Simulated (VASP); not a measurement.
A run of VASP 6.6.1:

Contents of INCAR:

```
ALGO     = Normal         # electronic algorithm
EDIFF    = 1E-6           # SCF threshold, eV
ENCUT    = 520            # plane-wave cutoff, eV
GGA      = PE             # functional
ISIF     = 2              # what is computed and relaxed
ISMEAR   = -1             # smearing method
LASPH    = True           # aspherical terms in the spheres
LCHARG   = True           # write CHGCAR
LELF     = True           # ELF
LREAL    = False          # projectors in reciprocal space
LVHAR    = True         
LWAVE    = False          # write WAVECAR
NBANDS   = 28             # bands
NELM     = 60             # most SCF steps
PREC     = Accurate       # precision mode
SIGMA    = 0.05           # smearing width, eV
```

The input KPOINTS:

```
k-points
0
Gamma
  7 7 6
```

Contents of POSCAR:

```
PbS
1.0
    2.1207464379     -6.1088031065      0.0000000000
    2.1207464379      6.1088031065      0.0000000000
    0.0000000000      0.0000000000      4.3632505017
Pb S
2 2
Direct
    0.1305633500      0.8694366500      0.2500000000
    0.8694366500      0.1305633500      0.7500000000
    0.3547970900      0.6452029100      0.2500000000
    0.6452029100      0.3547970900      0.7500000000
```

Potentials or basis: VASP PAW PBE potentials, release 64 (Pb_d, S).

Launch:

```sh
$ cat potpaw_PBE.64/Pb_d/POTCAR potpaw_PBE.64/S/POTCAR > POTCAR
$ mpirun -np 1 vasp_std > vasp.out
```

Hardware: 1 thread of AMD EPYC 7R43 64-Core Processor (Zen 3), on a shared host.

**Question.** Estimate the wall time of this run.

**Answer.** It took 5.4 min on 1 thread of AMD EPYC 7R43 64-Core Processor (Zen 3), with other jobs on the host, peak memory 0.31 GiB. Counts: scf iterations 14, k points 64.
